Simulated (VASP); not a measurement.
# Al2O3 (Pnnm) in VASP: single point with r2SCAN

Aim: the single point of Al2O3 with r2SCAN.

Program: VASP 6.6.1. These are calculated values, not measurements. Logs are shortened: lines on timing, memory, paths and dates and some standing lists are left out, and cuts for length are marked.

### Step 1. The cell of the first run

The structure is orthorhombic, space group Pnnm (No. 58). The conventional cell has a = 4.629 Å, b = 9.609 Å, c = 2.995 Å, α = 90.00°, β = 90.00°, γ = 90.00°. Within 2.2 Å of Al (site symmetry m) lie 4 O at 1.67 to 1.80 Å. Within 2.4 Å of O (site symmetry m) lie 3 Al at 1.79 to 1.80 Å. Within 2.2 Å of O (site symmetry 2/m) lie 2 Al at 1.67 Å.

### Step 2. Single point, r2SCAN

The input, POSCAR:

```
Al2O3
1.0
    4.6289547980      0.0000000000      0.0000000000
    0.0000000000      9.6087998480      0.0000000000
    0.0000000000      0.0000000000      2.9954281808
Al O
4 6
Direct
    0.4149577128      0.3307998771      0.5000000000
    0.5850422872      0.6692001229      0.5000000000
    0.9149577128      0.1692001229      0.0000000000
    0.0850422872      0.8307998771      0.0000000000
    0.7326465019      0.2226010515      0.5000000000
    0.0000000000      0.0000000000      0.0000000000
    0.7673534981      0.7226010515      0.0000000000
    0.2326465019      0.2773989485      0.0000000000
    0.2673534981      0.7773989485      0.5000000000
    0.5000000000      0.5000000000      0.5000000000
```

The input, INCAR.step1:

```
  PREC = Accurate
  ENCUT = 520
  ISMEAR = 0
  SIGMA = 0.05
  LREAL = False
  LASPH = True
  NELM = 60
  NBANDS = 35
  GGA = PE
  ALGO = Normal
  EDIFF = 1E-4
  LWAVE = True
  LCHARG = False
```

The input, INCAR.step2:

```
  PREC = Accurate
  ENCUT = 520
  EDIFF = 1E-6
  ISMEAR = 0
  SIGMA = 0.05
  LREAL = False
  LASPH = True
  NELM = 60
  ALGO = Normal
  ISIF = 2
  LWAVE = False
  LCHARG = True
  METAGGA = R2SCAN
  LMIXTAU = True
  LELF = True
  LVHAR = True
  NBANDS = 35
  ISTART = 1
```

The input, KPOINTS:

```
regular mesh
0
Gamma
  6 4 8
```

Potentials or basis: VASP PAW PBE potentials, release 64 (Al, O).

Command:

```bash
> cat potpaw_PBE.64/Al/POTCAR potpaw_PBE.64/O/POTCAR > POTCAR
> cp INCAR.step1 INCAR
> mpirun -np 1 vasp_std > vasp.out
> cp INCAR.step2 INCAR
> mpirun -np 1 vasp_std > vasp.out
```

OUTCAR:

```text
PREC = Accurate
   ENCUT = 520
   EDIFF = 1E-6
   ISMEAR = 0
   LREAL = False
   LASPH = True
   NELM = 60
   ISIF = 2
   METAGGA = R2SCAN
   ISTART = 1

 ion  position               nearest neighbor table
   1  0.415  0.331  0.500-  10 1.67   8 1.79   8 1.79   5 1.80   3 3.16   3 3.16   3 3.16   3 3.16
                             2 3.35
   2  0.585  0.669  0.500-  10 1.67   7 1.79   7 1.79   9 1.80   4 3.16   4 3.16   4 3.16   4 3.16
                             1 3.35
   3  0.915  0.169  0.000-   6 1.67   5 1.79   5 1.79   8 1.80   1 3.16   1 3.16   1 3.16   1 3.16
                             4 3.35
   4  0.085  0.831  0.000-   6 1.67   9 1.79   9 1.79   7 1.80   2 3.16   2 3.16   2 3.16   2 3.16
                             3 3.35
   5  0.733  0.223  0.500-   3 1.79   3 1.79   1 1.80
   6  0.000  0.000  0.000-   3 1.67   4 1.67
   7  0.767  0.723  0.000-   2 1.79   2 1.79   4 1.80
   8  0.233  0.277  0.000-   1 1.79   1 1.79   3 1.80
   9  0.267  0.777  0.500-   4 1.79   4 1.79   2 1.80
  10  0.500  0.500  0.500-   1 1.67   2 1.67

  LATTYP: Found a simple orthorhombic cell.
 ALAT       =     2.9954281808
 B/A-ratio  =     1.5453399376
 C/A-ratio  =     3.2078218098

  Lattice vectors:

 A1 = (   0.0000000000,   0.0000000000,   2.9954281808)
 A2 = (   4.6289547980,   0.0000000000,   0.0000000000)
 A3 = (   0.0000000000,   9.6087998480,   0.0000000000)

Analysis of symmetry for initial positions (statically):
=====================================================================
 Subroutine PRICEL returns:
 Original cell was already a primitive cell.

 Routine SETGRP: Setting up the symmetry group for a
 simple orthorhombic supercell.

 Subroutine GETGRP returns: Found  8 space group operations
 (whereof  4 operations were pure point group operations)
 out of a pool of  8 trial point group operations.

The static configuration has the point symmetry C_2h.
 The point group associated with its full space group is D_2h.

Analysis of symmetry for dynamics (positions and initial velocities):
=====================================================================
 Subroutine PRICEL returns:
 Original cell was already a primitive cell.

 Routine SETGRP: Setting up the symmetry group for a
[... 122 lines left out ...]
   NELM   =     60;   NELMIN=  2; NELMDL=  0     # of ELM steps
   EDIFF  = 0.1E-05   stopping-criterion for ELM
   LREAL  =      F    real-space projection
   EDIFFG = 0.1E-04   stopping-criterion for IOM
   NSW    =      0    number of steps for IOM
   IBRION =     -1    ionic relax: 0-MD 1-quasi-New 2-CG
   NFREE  =      0    steps in history (QN), initial steepest desc. (CG)
   ISIF   =      2    stress and relaxation
   ISYM   =      2    0-nonsym 1-usesym 2-fastsym
   POTIM  = 0.5000    time-step for ionic-motion
   TEBEG  =    0.0;   TEEND  =   0.0 temperature during run
   PSTRESS=    0.0 pullay stress
   NELECT =      48.0000    total number of electrons
   NUPDOWN=      -1.0000    fix difference up-down
   EMIN   =  10.00;   EMAX   =-10.00  energy-range for DOS
   EFERMI =   0.00;   METHOD = LEGACY
   ISMEAR =     0;   SIGMA  =   0.05  broadening in eV -4-tet -1-fermi 0-gaus
   EFERMI_NEDOS =   21; number of points for ismear=-14 and -15
   IALGO  =     38    algorithm
   IMIX   =      4    mixing-type and parameters
     AMIX     =   0.40;   BMIX     =  1.00
     AMIX_MAG =   1.60;   BMIX_MAG =  1.00
  volume/ion in A,a.u.               =      13.32        89.91
  Fermi-wavevector in a.u.,A,eV,Ry     =   1.164890  2.201323 18.462680  1.356969
  Thomas-Fermi vector in A             =   2.301422
   LORBIT       =      0    0 simple, 1 ext, 2 COOP (PROOUT), +10 PAW based schemes
   METAGGA = R2SCAN    functional components
   LHFCALC =     F    Hartree Fock is set to
   AEXX    =    0.0000 exact exchange contribution
   IVDW    =     0    specifies the selected vdW correction
   LEPSILON=     F    determine dielectric tensor
   LRPA    =     F    only Hartree local field effects (RPA)
 non-spin polarized calculation
 Gauss-broadening in eV      SIGMA  =   0.05
  energy-cutoff  :      520.00
  volume of cell :      133.23
 maximum number of plane-waves:      3616
 NGX is ok and might be reduce to    36
   NGX = 17   NGY = 35   NGZ = 11

 number of electron      47.9999975 magnetization

 Free energy of the ion-electron system (eV)
  ---------------------------------------------------
  ext. energy  EPLUGINS =         0.00000000
  ---------------------------------------------------
  free energy    TOTEN  =       -94.90361339 eV

  energy without entropy =      -94.90361339  energy(sigma->0) =      -94.90361339

 E-fermi :   2.0778     XC(G=0):  -9.3787

 val. band max:        1.8470301097   @ k =   0.0000   0.0000   0.0000
 cond. band min:       5.9660627263   @ k =   0.0000   0.0000   0.0000
 fundamental gap:      4.1190326166
 Fermi energy:         2.0778246758

 k-point     1 :       0.0000    0.0000    0.0000
  band No.  band energies     occupation
      1     -18.3735      2.00000
      2     -18.2987      2.00000
      3     -17.1649      2.00000
      4     -17.1484      2.00000
      5     -15.6934      2.00000
      6     -15.5661      2.00000
[... 901 lines left out ...]
     34      13.6546      0.00000
     35      13.9586      0.00000

 [... further k-points ...]
[... 5 lines left out ...]
  --------------------------------------------------------------------------------------
  -------------------------------------------------------------------------------------
  Total       -0.1839864      0.2282114     -0.1788281     -0.0000000      0.0000000      0.0000000
  in kB       -2.2125106      2.7443338     -2.1504798     -0.0000000      0.0000000      0.0000000
  external PRESSURE =      -0.5395522 kB  Pullay stress =       0.0000000 kB

 VOLUME and BASIS-vectors are now :
 -----------------------------------------------------------------------------
  energy-cutoff  :      520.00
  volume of cell :      133.23
      direct lattice vectors                 reciprocal lattice vectors
     4.628954798  0.000000000  0.000000000     0.216031490  0.000000000  0.000000000
     0.000000000  9.608799848  0.000000000     0.000000000  0.104071270  0.000000000
     0.000000000  0.000000000  2.995428181     0.000000000  0.000000000  0.333842089

 POSITION                                       TOTAL-FORCE (eV/Angst)
 -----------------------------------------------------------------------------------
      1.92082      3.17859      1.49771        -0.008356     -0.059425      0.000000
      2.70813      6.43021      1.49771         0.008356      0.059425      0.000000
      4.23530      1.62581      0.00000        -0.008356      0.059425     -0.000000
      0.39366      7.98299      0.00000         0.008356     -0.059425      0.000000
      3.39139      2.13893      1.49771        -0.004745      0.006067      0.000000
      0.00000      0.00000      0.00000        -0.000000     -0.000000      0.000000
      3.55204      6.94333      0.00000         0.004745      0.006067      0.000000
      1.07691      2.66547      0.00000        -0.004745     -0.006067     -0.000000
      1.23757      7.46987      1.49771         0.004745     -0.006067      0.000000
      2.31448      4.80440      1.49771        -0.000000     -0.000000      0.000000
 -----------------------------------------------------------------------------------
    total drift:                                0.000000     -0.000000      0.000000

  FREE ENERGIE OF THE ION-ELECTRON SYSTEM (eV)
  ---------------------------------------------------
  free  energy   TOTEN  =       -94.9036133879 eV

  energy  without entropy=      -94.9036133879  energy(sigma->0) =      -94.90361339
```

Wall time 24 min (1 thread of Oxide Virtual Turin-like, shared host); peak memory 0.34 GiB.

What came out:

| Property | Result |
| --- | --- |
| Free energy | -94.9036 eV |
| Pressure | -0.1 GPa |
| Largest force | 0.060 eV/Å |
| Band gap on the k mesh | 4.12 eV |

Forces in eV/Å, atoms in the order of the input:
```
Al  -0.008 -0.059  0.000
Al   0.008  0.059  0.000
Al  -0.008  0.059  0.000
Al   0.008 -0.059  0.000
O   -0.005  0.006  0.000
O    0.000  0.000  0.000
O    0.005  0.006  0.000
O   -0.005 -0.006  0.000
O    0.005 -0.006  0.000
O    0.000  0.000  0.000
```

Caveat: the PAW data sets were made with another functional, which shifts forces and pressure a little. A k mesh can miss the band edges.
